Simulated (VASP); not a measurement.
Set up this calculation in VASP 6.6.1, as the native input.

```yaml
Task: single point
Functional: PBE
Dispersion: D4
Potentials_or_basis: VASP PAW PBE potentials, release 64 (V_sv)
Cutoff: 520 eV
k_mesh: 12 × 12 × 12
Occupations: fermi-dirac, width 0.05 eV
Spin: collinear spin, ferromagnetic start
Starting_moments: "[2.0] μB"
Dipole_correction: no
Further_INCAR_settings: ALGO = Normal; EDIFF = 1e-06; NBANDS = 16
```

The structure of V lies in POSCAR:

```
V
1.0
   -1.4878593526      1.4878593526      1.4878593526
    1.4878593526     -1.4878593526      1.4878593526
    1.4878593526      1.4878593526     -1.4878593526
V
1
Direct
    0.0000000000      0.0000000000      0.0000000000
```

The input as run:

INCAR

```
SYSTEM = V
ALGO = Normal
EDIFF = 1E-6
ENCUT = 520
GGA = PE
ISIF = 2
ISMEAR = -1
ISPIN = 2
IVDW = 13
LASPH = .True.
LCHARG = .False.
LMAXMIX = 4
LORBIT = 11
LREAL = .False.
LWAVE = .False.
MAGMOM = 2
NBANDS = 16
NELM = 150
PREC = Accurate
SIGMA = 0.05
```

KPOINTS

```
k-points
0
Gamma
  12 12 12
  0 0 0
```

Potentials or basis: VASP PAW PBE potentials, release 64 (V_sv).

Launch:

```console
$ cat potpaw_PBE.64/V_sv/POTCAR > POTCAR
$ mpirun -np 1 vasp_std > vasp.out
```

Results of the run:

The pressure is 0.3 GPa and the net moment is 0.00 μB per cell. The valence electrons inside the program's atomic spheres are V 11.69. The dispersion energy per atom is -0.335 eV.

Wall time 34 s on 1 thread of Intel Xeon 8259CL (shared host), peak memory 0.14 GiB.
